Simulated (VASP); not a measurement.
A run of VASP 6.6.1 is set up as follows.

The input POSCAR:

```
PbO
1.0
    3.9804038992      0.0000000000      0.0000000000
    0.0000000000      3.9804038992      0.0000000000
    0.0000000000      0.0000000000      5.0009130541
Pb O
2 2
Direct
    0.0000000000      0.5000000000      0.2366325577
    0.5000000000      0.0000000000      0.7633674423
    0.0000000000      0.0000000000      0.0000000000
    0.5000000000      0.5000000000      0.0000000000
```

The input INCAR.step1:

```
  ALGO = Normal
  EDIFF = 1E-5
  ENCUT = 520
  GGA = PE
  ISIF = 2
  ISMEAR = 0
  LASPH = True
  LCHARG = False
  LREAL = False
  LWAVE = True
  NBANDS = 28
  NELM = 100
  PREC = Accurate
  SIGMA = 0.01
```

File INCAR.step2:

```
  ALGO = Normal
  EDIFF = 1E-7
  ENCUT = 520
  GGA = PE
  HFSCREEN = 0.2079
  ISIF = 2
  ISMEAR = 0
  ISTART = 1
  LASPH = True
  LCHARG = False
  LHFCALC = True
  LREAL = False
  LWAVE = False
  NBANDS = 28
  NELM = 100
  PREC = Accurate
  PRECFOCK = Normal
  SIGMA = 0.01
```

The input KPOINTS:

```
k-points
0
Gamma
  4 4 2
```

Potentials or basis: VASP PAW PBE potentials, release 64 (Pb_d, O).

Run with:

```bash
$ cat potpaw_PBE.64/Pb_d/POTCAR potpaw_PBE.64/O/POTCAR > POTCAR
$ cp INCAR.step1 INCAR
$ mpirun -np 1 vasp_std > vasp.out
$ cp INCAR.step2 INCAR
$ mpirun -np 1 vasp_std > vasp.out
```

(1) Estimate the band gap on the k mesh.

(2) Estimate the pressure.

(3) What does it give for the largest force?

Results:

(1) 1.89 eV, indirect (least direct gap 3.26 eV).

(2) 0.8 GPa.

(3) 0.217 eV/Å.

Caveat: the k points lie up to 0.63 Å⁻¹ apart; the PAW data sets were made with another functional, which shifts forces and pressure a little; spin-orbit coupling is left out, which moves the levels of the heavy elements.
